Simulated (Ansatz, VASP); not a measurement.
One calculation of Tl, two programs

The input INCAR:

```
SYSTEM = Tl
  PREC = Accurate
  ENCUT = 520
  EDIFF = 1E-6
  ISMEAR = -1
  SIGMA = 0.05
  LREAL = .False.
  LASPH = .True.
  NELM = 150
  ALGO = Fast
  ISIF = 2
  LWAVE = .False.
  LCHARG = .False.
  MAGMOM = 0 0 0 0 0 0
  LORBIT = 11
  LSORBIT = .True.
  GGA_COMPAT = .False.
  LORBMOM = .True.
  GGA = CA
  NBANDS = 38
```

File KPOINTS:

```
Automatic mesh
0
Gamma
  7 7 4
  0 0 0
```

The input POSCAR:

```
Tl
1.0
    3.4560000000      0.0000000000      0.0000000000
   -1.7280000000      2.9929837955      0.0000000000
    0.0000000000      0.0000000000      5.5250000000
Tl
2
Direct
    0.6666666667      0.3333333333      0.7500000000
    0.3333333333      0.6666666667      0.2500000000
```

File input.yaml:

```yaml
crystal:
  lattice:
    - [3.456, 0.0, 0.0]
    - [-1.728, 2.9929837955, 0.0]
    - [0.0, 0.0, 5.525]
  atoms:
    - { symbol: Tl, position: [0.6666666667, 0.3333333333, 0.75] }
    - { symbol: Tl, position: [0.3333333333, 0.6666666667, 0.25] }
kpoints:
  mp_grid: { grid: [7, 7, 4] }
  band_path:
    path:
      - [0.0, 0.0, 0.0]
      - [0.5, 0.0, 0.0]
      - [0.3333333333, 0.3333333333, 0.0]
      - [0.0, 0.0, 0.0]
      - [0.0, 0.0, 0.5]
      - [0.5, 0.0, 0.5]
      - [0.3333333333, 0.3333333333, 0.5]
      - [0.0, 0.0, 0.5]
    npoints: 12
scf:
  occupations: { method: fermi_dirac, width: 0.05 }
hamiltonian:
  xc: lda
  pseudopotentials: { kind: all_electron, lapw: { basis_error: 0.001 } }
magnetization:
  noncollinear: true
  spin_orbit: true
output:
  forces: true
  stress: true
  eigenvalues: true
```

Alike in both runs: functional LDA; k mesh 7 × 7 × 4; occupations fermi-dirac, width 0.05 eV; non-collinear spin, spin-orbit coupling.

|  | VASP | Ansatz |
| --- | --- | --- |
| version | VASP 6.6.1 | Ansatz 0.2.0 |
| potentials or method | VASP PAW LDA potentials, release 64 (Tl_d), cutoff 520 eV | all-electron LAPW, relativistic spinors |
| task | single point | band structure |

```tsv
	VASP	Ansatz	Ansatz less VASP
pressure (GPa)	-2.0	-2.3	-0.21
traceless stress, the component that is largest in VASP (GPa)	0.81	0.77	-0.043
net moment per atom (μB)	0.00	0.00	0.000
```

LDA's correlation is that of Perdew and Zunger in VASP and of Perdew and Wang (1992) in Ansatz. Ansatz ran all-electron here, and VASP with PAW potentials.

Noted on Ansatz's run: the k mesh is thin for a metal, which can move the energy by tens of meV per atom.
